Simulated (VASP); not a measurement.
Here is a VASP 6.6.1 calculation.

The input INCAR:

```
PREC = Accurate ; ENCUT = 520
EDIFF = 1E-6 ; ISMEAR = 0
SIGMA = 0.02 ; LREAL = F
LASPH = T ; NELM = 60
ALGO = Normal ; ISIF = 2
LWAVE = F ; LCHARG = F
GGA = PE ; NBANDS = 36
```

KPOINTS

```
regular mesh
0
Gamma
  12 12 4
```

POSCAR

```
Zn3Se2S
1.0
    4.0637728591      0.0000000295      0.0000000000
   -2.0318864551      3.5193305165      0.0000000000
    0.0000000000      0.0000000000      9.9590407979
Zn Se S
3 2 1
Direct
    0.0000000000      0.0000000000      0.9907905100
    0.6666666667      0.3333333333      0.3331620183
    0.3333333333      0.6666666667      0.6756053404
    0.6666666667      0.3333333333      0.0795133105
    0.3333333333      0.6666666667      0.4212434658
    0.0000000000      0.0000000000      0.7496843550
```

Potentials or basis: VASP PAW PBE potentials, release 64 (Zn, Se, S).

Launch:

```sh
$ cat potpaw_PBE.64/Zn/POTCAR potpaw_PBE.64/Se/POTCAR potpaw_PBE.64/S/POTCAR > POTCAR
$ mpirun -np 1 vasp_std > vasp.out
```

Estimate the largest force.

0.010 eV/Å.

What does it give for the pressure?

-2.9 GPa.

Estimate the band gap on the k mesh.

1.04 eV, direct.

Forces on the atoms (eV/Å):
```
Zn   0.000  0.000 -0.010
Zn   0.000  0.000  0.000
Zn   0.000  0.000 -0.003
Se   0.000  0.000  0.001
Se   0.000  0.000  0.007
S    0.000  0.000  0.006
```
